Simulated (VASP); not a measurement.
# Tl (P6_3/mmc) in VASP: single point with PBEsol

Aim: the single point of Tl with PBEsol.

All numbers are computed with VASP 6.6.1; they aren't measurements. Logs are shortened: lines on timing, memory, paths and dates and some standing lists are left out, and cuts for length are marked.

## (1) The cell of the first run

The structure is hexagonal, space group P6_3/mmc (No. 194). Conventional cell: a = 3.509 Å, b = 3.509 Å, c = 11.266 Å, α = 90.00°, β = 90.00°, γ = 120.00°. Within 4.6 Å of Tl (site symmetry -6m2) lie 12 Tl at 3.47 to 3.51 Å. Tl (site symmetry -3m) has 12 Tl at 3.47 to 3.51 Å within 4.6 Å.

## (2) Single point, PBEsol

INCAR reads:

```
  ALGO = Normal
  EDIFF = 1E-6
  ENCUT = 520
  GGA = PS
  ISIF = 2
  ISMEAR = -1
  LASPH = True
  LCHARG = True
  LELF = True
  LREAL = False
  LVHAR = True
  LWAVE = False
  NBANDS = 34
  NELM = 100
  PREC = Accurate
  SIGMA = 0.05
```

KPOINTS reads:

```
k-points
0
Gamma
  9 9 3
```

POSCAR reads:

```
Tl
1.0
    3.5086375776      0.0000000000      0.0000000000
   -1.7543187888      3.0385692748      0.0000000000
    0.0000000000      0.0000000000     11.2656046300
Tl
4
Direct
    0.6666666667      0.3333333333      0.7500000000
    0.0000000000      0.0000000000      0.5000000000
    0.3333333333      0.6666666667      0.2500000000
    0.0000000000      0.0000000000      0.0000000000
```

Potentials or basis: VASP PAW PBE potentials, release 64 (Tl_d).

On the command line:

```console
> cat potpaw_PBE.64/Tl_d/POTCAR > POTCAR
> mpirun -np 1 vasp_std > vasp.out
```

OUTCAR:

```text
EDIFF = 1E-6
   ENCUT = 520
   GGA = PS
   ISIF = 2
   ISMEAR = -1
   LASPH = True
   LREAL = False
   NELM = 100
   PREC = Accurate

 ion  position               nearest neighbor table
   1  0.667  0.333  0.750-   2 3.47   4 3.47   2 3.47   4 3.47   2 3.47   4 3.47
   2  0.000  0.000  0.500-   1 3.47   3 3.47   3 3.47   1 3.47   1 3.47   3 3.47
   3  0.333  0.667  0.250-   2 3.47   4 3.47   2 3.47   4 3.47   2 3.47   4 3.47
   4  0.000  0.000  0.000-   1 3.47   3 3.47   3 3.47   1 3.47   1 3.47   3 3.47

  LATTYP: Found a hexagonal cell.
 ALAT       =     3.5086375776
 C/A-ratio  =     3.2108202631

  Lattice vectors:

 A1 = (   3.5086375776,   0.0000000000,   0.0000000000)
 A2 = (  -1.7543187888,   3.0385692748,   0.0000000000)
 A3 = (   0.0000000000,   0.0000000000,  11.2656046300)

Analysis of symmetry for initial positions (statically):
=====================================================================
 Subroutine PRICEL returns:
 Original cell was already a primitive cell.

 Routine SETGRP: Setting up the symmetry group for a
 hexagonal supercell.

 Subroutine GETGRP returns: Found 24 space group operations
 (whereof 12 operations were pure point group operations)
 out of a pool of 24 trial point group operations.

The static configuration has the point symmetry D_3d.
 The point group associated with its full space group is D_6h.

Analysis of symmetry for dynamics (positions and initial velocities):
=====================================================================
 Subroutine PRICEL returns:
 Original cell was already a primitive cell.

 Routine SETGRP: Setting up the symmetry group for a
 hexagonal supercell.

 Subroutine GETGRP returns: Found 24 space group operations
 (whereof 12 operations were pure point group operations)
 out of a pool of 24 trial point group operations.

The dynamic configuration has the point symmetry D_3d.
 The point group associated with its full space group is D_6h.

 Subroutine INISYM returns: Found 24 space group operations
 (whereof 12 operations are pure point group operations),
 and found     1 'primitive' translations

----------------------------------------------------------------------------------------

                                     Primitive cell

  volume of cell :     120.1053

  direct lattice vectors                    reciprocal lattice vectors
     3.508637578  0.000000000  0.000000000     0.285010913  0.164551127  0.000000000
    -1.754318789  3.038569275  0.000000000     0.000000000  0.329102255  0.000000000
     0.000000000  0.000000000 11.265604630     0.000000000  0.000000000  0.088765764

  length of vectors
     3.508637578  3.508637578 11.265604630     0.329102255  0.329102255  0.088765764

  position of ions in fractional coordinates (direct lattice)
     0.666666667  0.333333333  0.750000000
     0.000000000  0.000000000  0.500000000
     0.333333333  0.666666667  0.250000000
     0.000000000  0.000000000  0.000000000

  ion indices of the primitive-cell ions
   primitive index   ion index
                 1           1
                 2           2
                 3           3
                 4           4

----------------------------------------------------------------------------------------

 KPOINTS: k-points

Automatic generation of k-mesh.
 Grid dimensions read from file:
 generate k-points for:    9    9    3

 Generating k-lattice:

  Cartesian coordinates                     Fractional coordinates (reciprocal lattice)
     0.031667879  0.018283459  0.000000000     0.111111111  0.000000000  0.000000000
     0.000000000  0.036566917  0.000000000     0.000000000  0.111111111  0.000000000
     0.000000000  0.000000000  0.029588588     0.000000000  0.000000000  0.333333333

  Length of vectors
     0.036566917  0.036566917  0.029588588

  Shift w.r.t. Gamma in fractional coordinates (k-lattice)
     0.000000000  0.000000000  0.000000000

 Subroutine IBZKPT returns following result:
 ===========================================

 Found     24 irreducible k-points:

 Following reciprocal coordinates:
            Coordinates               Weight
  0.000000  0.000000  0.000000      1.000000
  0.111111 -0.000000  0.000000      6.000000
  0.222222  0.000000  0.000000      6.000000
  0.333333  0.000000  0.000000      6.000000
  0.444444  0.000000  0.000000      6.000000
  0.111111  0.111111  0.000000      6.000000
[... 16 lines left out ...]
  0.333333  0.222222  0.333333     24.000000
  0.333333  0.333333  0.333333      4.000000
   k-points           NKPTS =     24   k-points in BZ     NKDIM =     24   number of bands    NBANDS=     34
   number of dos      NEDOS =    301   number of ions     NIONS =      4
   total plane-waves  NPLWV =  65856
   dimension x,y,z NGX =    28 NGY =   28 NGZ =   84
   dimension x,y,z NGXF=    56 NGYF=   56 NGZF=  168
   ions per type =               4
   NGX,Y,Z   is equivalent  to a cutoff of  13.27, 13.27, 12.40 a.u.
   NGXF,Y,Z  is equivalent  to a cutoff of  26.53, 26.53, 24.79 a.u.
 SYSTEM =  unknown system
   PREC   = accura    normal or accurate (medium, high low for compatibility)
   ISTART =      0    job   : 0-new  1-cont  2-samecut
   ICHARG =      2    charge: 1-file 2-atom 10-const
   ISPIN  =      1    spin polarized calculation?
   LNONCOLLINEAR =      F non collinear calculations
   LSORBIT =      F    spin-orbit coupling
   LASPH  =      T    aspherical Exc in radial PAW
   ENCUT  =  520.0 eV  38.22 Ry    6.18 a.u.   6.52  6.52 20.95*2*pi/ulx,y,z
   NELM   =    100;   NELMIN=  2; NELMDL= -5     # of ELM steps
   EDIFF  = 0.1E-05   stopping-criterion for ELM
   LREAL  =      F    real-space projection
   EDIFFG = 0.1E-04   stopping-criterion for IOM
   NSW    =      0    number of steps for IOM
   IBRION =     -1    ionic relax: 0-MD 1-quasi-New 2-CG
   NFREE  =      0    steps in history (QN), initial steepest desc. (CG)
   ISIF   =      2    stress and relaxation
   ISYM   =      2    0-nonsym 1-usesym 2-fastsym
   POTIM  = 0.5000    time-step for ionic-motion
   TEBEG  =    0.0;   TEEND  =   0.0 temperature during run
   PSTRESS=    0.0 pullay stress
   NELECT =      52.0000    total number of electrons
   NUPDOWN=      -1.0000    fix difference up-down
   EMIN   =  10.00;   EMAX   =-10.00  energy-range for DOS
   EFERMI =   0.00;   METHOD = LEGACY
   ISMEAR =    -1;   SIGMA  =   0.05  broadening in eV -4-tet -1-fermi 0-gaus
   EFERMI_NEDOS =   21; number of points for ismear=-14 and -15
   IALGO  =     38    algorithm
   IMIX   =      4    mixing-type and parameters
     AMIX     =   0.40;   BMIX     =  1.00
     AMIX_MAG =   1.60;   BMIX_MAG =  1.00
  volume/ion in A,a.u.               =      30.03       202.63
  Fermi-wavevector in a.u.,A,eV,Ry     =   1.238479  2.340385 20.869019  1.533830
  Thomas-Fermi vector in A             =   2.373002
   LORBIT       =      0    0 simple, 1 ext, 2 COOP (PROOUT), +10 PAW based schemes
   GGA     = PS    functional components
   LHFCALC =     F    Hartree Fock is set to
   AEXX    =    0.0000 exact exchange contribution
   IVDW    =     0    specifies the selected vdW correction
   LEPSILON=     F    determine dielectric tensor
   LRPA    =     F    only Hartree local field effects (RPA)
 non-spin polarized calculation
  energy-cutoff  :      520.00
  volume of cell :      120.11
 maximum number of plane-waves:      3281
 NGX is ok and might be reduce to    28
   NGX = 13   NGY = 13   NGZ = 41

 number of electron      52.0000014 magnetization

 Free energy of the ion-electron system (eV)
  ---------------------------------------------------
  ext. energy  EPLUGINS =         0.00000000
  ---------------------------------------------------
  free energy    TOTEN  =       -10.44303022 eV

  energy without entropy =      -10.41917578  energy(sigma->0) =      -10.43110300

 E-fermi :   5.8258     XC(G=0): -10.1249

 val. band max:        5.7728659642   @ k =   0.3333   0.1111   0.0000
 cond. band min:       5.8318889051   @ k =   0.3333   0.2222   0.3333
 fundamental gap:      0.0590229409
 Fermi energy:         5.8257521437

 k-point     1 :       0.0000    0.0000    0.0000
  band No.  band energies     occupation
      1      -5.7628      2.00000
      2      -5.6593      2.00000
      3      -5.6358      2.00000
      4      -5.6097      2.00000
      5      -5.6097      2.00000
      6      -5.5831      2.00000
[... 26 lines left out ...]
     33      14.5174      0.00000
     34      15.5756      0.00000

 k-point     2 :       0.1111   -0.0000    0.0000
  band No.  band energies     occupation
      1      -5.7287      2.00000
      2      -5.6473      2.00000
      3      -5.6461      2.00000
      4      -5.6091      2.00000
      5      -5.5932      2.00000
      6      -5.5758      2.00000
[... 26 lines left out ...]
     33      13.9314      0.00000
     34      14.1480      0.00000

 k-point     3 :       0.2222    0.0000    0.0000
  band No.  band energies     occupation
      1      -5.7528      2.00000
      2      -5.6871      2.00000
      3      -5.6831      2.00000
      4      -5.6136      2.00000
      5      -5.6017      2.00000
      6      -5.5382      2.00000
[... 26 lines left out ...]
     33      12.8028      0.00000
     34      12.8299      0.00000

 k-point     4 :       0.3333    0.0000    0.0000
  band No.  band energies     occupation
      1      -5.8324      2.00000
      2      -5.7439      2.00000
      3      -5.7399      2.00000
      4      -5.7168      2.00000
      5      -5.6680      2.00000
      6      -5.5713      2.00000
[... 26 lines left out ...]
     33      11.8505      0.00000
     34      11.8788      0.00000

 k-point     5 :       0.4444    0.0000    0.0000
  band No.  band energies     occupation
      1      -5.8849      2.00000
      2      -5.8111      2.00000
      3      -5.7778      2.00000
      4      -5.7567      2.00000
      5      -5.7199      2.00000
      6      -5.6150      2.00000
[... 621 lines left out ...]
 k-point    22 :       0.2222    0.2222    0.3333
  band No.  band energies     occupation
      1      -5.7336      2.00000
      2      -5.7061      2.00000
      3      -5.6951      2.00000
      4      -5.6635      2.00000
      5      -5.6083      2.00000
      6      -5.5948      2.00000
[... 26 lines left out ...]
     33       9.5802      0.00000
     34      10.3147      0.00000

 k-point    23 :       0.3333    0.2222    0.3333
  band No.  band energies     occupation
      1      -5.7595      2.00000
      2      -5.7506      2.00000
      3      -5.6715      2.00000
      4      -5.6550      2.00000
      5      -5.6167      2.00000
      6      -5.6115      2.00000
[... 26 lines left out ...]
     33       9.2902      0.00000
     34      10.5788      0.00000

 k-point    24 :       0.3333    0.3333    0.3333
  band No.  band energies     occupation
      1      -5.7504      2.00000
      2      -5.7504      2.00000
      3      -5.6726      2.00000
      4      -5.6112      2.00000
      5      -5.5697      2.00000
      6      -5.5697      2.00000
[... 26 lines left out ...]
     33      10.1870      0.00000
     34      10.9566      0.00000

------------------------ aborting loop because EDIFF is reached ----------------------------------------

  FORCE on cell =-STRESS in cart. coord.  units (eV):
  Direction    XX          YY          ZZ          XY          YZ          ZX
  --------------------------------------------------------------------------------------
  -------------------------------------------------------------------------------------
  Total       -1.3232403     -1.3232403     -1.3971385      0.0000000      0.0000000      0.0000000
  in kB      -17.6517245    -17.6517245    -18.6375103      0.0000000      0.0000000      0.0000000
  external PRESSURE =     -17.9803197 kB  Pullay stress =       0.0000000 kB

 VOLUME and BASIS-vectors are now :
 -----------------------------------------------------------------------------
  energy-cutoff  :      520.00
  volume of cell :      120.11
      direct lattice vectors                 reciprocal lattice vectors
     3.508637578  0.000000000  0.000000000     0.285010913  0.164551127  0.000000000
    -1.754318789  3.038569275  0.000000000     0.000000000  0.329102255  0.000000000
     0.000000000  0.000000000 11.265604630     0.000000000  0.000000000  0.088765764

 POSITION                                       TOTAL-FORCE (eV/Angst)
 -----------------------------------------------------------------------------------
      1.75432      1.01286      8.44920         0.000000     -0.000000     -0.000000
      0.00000      0.00000      5.63280         0.000000      0.000000      0.000000
     -0.00000      2.02571      2.81640        -0.000000      0.000000     -0.000000
      0.00000      0.00000      0.00000         0.000000      0.000000      0.000000
 -----------------------------------------------------------------------------------
    total drift:                                0.000000     -0.000000      0.000000

  FREE ENERGIE OF THE ION-ELECTRON SYSTEM (eV)
  ---------------------------------------------------
  free  energy   TOTEN  =       -10.4430302243 eV

  energy  without entropy=      -10.4191757845  energy(sigma->0) =      -10.43110300
```

It took 51 s on 1 thread of Intel Xeon Platinum 8488C (Sapphire Rapids), shared host; peak memory 0.27 GiB.

Results:

```yaml
Free_energy: -10.4430 eV
Pressure: -1.8 GPa
Band_gap_on_the_k_mesh: zero (bands 26 and 27 overlap by 4.12 eV)
```

Stress tensor (GPa, compression positive):
```
-1.77  0.00  0.00
 0.00 -1.77  0.00
 0.00  0.00 -1.86
```

Levels at points of the mesh, in eV from the Fermi level:
| k point | band 23 | band 24 | band 25 | band 26 | band 27 | band 28 | band 29 | band 30 |
| --- | --- | --- | --- | --- | --- | --- | --- | --- |
| (0.00, 0.00, 0.00) | -8.31 | -5.12 | -2.63 | 3.17 | 3.18 | 7.75 | 7.75 | 8.67 |

Caveat: the PAW data sets were made with another functional, which shifts forces and pressure a little; spin-orbit coupling is left out, which moves the levels of the heavy elements.

The gap in the log of VASP goes by the Fermi energy; the results here count the filled bands.